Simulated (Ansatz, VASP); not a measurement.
# PbSe in VASP and in Ansatz

```
Pb Se
1.0
     0.00000    3.04160    3.04160
     3.04160    0.00000    3.04160
     3.04160    3.04160    0.00000
Pb Se
1 1
Direct
  0.00000 0.00000 0.00000
  0.50000 0.50000 0.50000
```

Change from the starting cell: volume scaled by 0.98, crystal datasets.

Alike in both runs: task electric field gradients; functional PBE; k mesh 9 × 9 × 9; occupations fermi-dirac, width 0.01 eV; no spin polarisation.

|  | VASP | Ansatz |
| --- | --- | --- |
| version | VASP 6.6.1 | Ansatz 0.2.0 |
| potentials or method | VASP PAW PBE potentials, release 64 (Pb_d, Se), cutoff 520 eV | all-electron PAW with datasets made for the crystal, scalar-relativistic |

|  | VASP | Ansatz | Ansatz less VASP |
| --- | --- | --- | --- |
| pressure (GPa) | 3.5 | 3.5 | +0.01 |

Ansatz ran all-electron here, and VASP with PAW potentials.

Neither program's run includes spin-orbit coupling.
